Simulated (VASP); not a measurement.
## Ta2W3: single point with PBE

The system is Ta2W3.

```
Ta W
1.0
     4.06232    0.00000    0.00000
    -2.03116    3.51807    0.00000
     0.00000    0.00000    7.38013
Ta W
2 3
Direct
  0.00000 0.00000 0.34859
  0.00000 0.00000 0.65141
  0.33333 0.66667 0.00000
  0.66667 0.33333 0.00000
  0.00000 0.00000 0.00000
```

The cell was built from a structure type or drawn by symmetry, and may not be a known phase.

| Item | Value |
| --- | --- |
| Program | VASP 6.6.1 |
| Task | single point |
| Functional | PBE |
| Potentials or basis | VASP PAW PBE potentials, release 64 (Ta_pv, W_sv) |
| Cutoff | 520 eV |
| k mesh | 6 × 6 × 4 |
| Occupations | gaussian, width 0.1 eV |
| Spin | no spin polarisation |

```yaml
Pressure: 50.2 GPa
Largest_force: 2.879 eV/Å
Band_gap_on_the_k_mesh: zero (bands 32 and 33 overlap by 1.75 eV)
```

Forces in eV/Å, atoms in the order of the input:
```
Ta   0.000  0.000 -2.879
Ta   0.000  0.000  2.879
W    0.000  0.000  0.000
W    0.000  0.000  0.000
W    0.000  0.000  0.000
```

Stress tensor (GPa, compression positive):
```
70.58  0.00  0.00
 0.00 70.58  0.00
 0.00  0.00  9.38
```

Levels at points of the mesh, in eV from the Fermi level:
| k point | band 28 | band 29 | band 30 | band 31 | band 32 | band 33 | band 34 | band 35 | band 36 | band 37 |
| --- | --- | --- | --- | --- | --- | --- | --- | --- | --- | --- |
| (0.00, 0.00, 0.00) | -1.93 | -1.26 | -1.26 | -1.05 | -0.93 | -0.93 | -0.31 | -0.31 | 0.01 | 0.01 |
| (0.50, 0.00, 0.00) | -2.34 | -2.31 | -1.97 | -1.72 | 0.13 | 0.83 | 1.17 | 1.17 | 1.94 | 2.21 |
| (0.00, 0.00, 0.50) | -1.16 | -1.15 | -1.08 | -1.08 | -0.93 | -0.93 | -0.26 | -0.26 | 0.01 | 0.01 |
| (0.50, 0.00, 0.50) | -2.17 | -1.87 | -1.81 | -1.06 | -1.06 | -0.99 | 0.98 | 1.30 | 1.43 | 1.64 |

It took 63 s on 1 thread of Intel(R) Xeon(R) 6975P-C (Granite Rapids), on a shared host, peak memory 0.25 GiB.

Caveat: the cell stands under pressure; spin-orbit coupling is left out, which moves the levels of the heavy elements; forces of over 1 eV/Å act on the atoms, so gaps and moduli don't describe the material at rest.
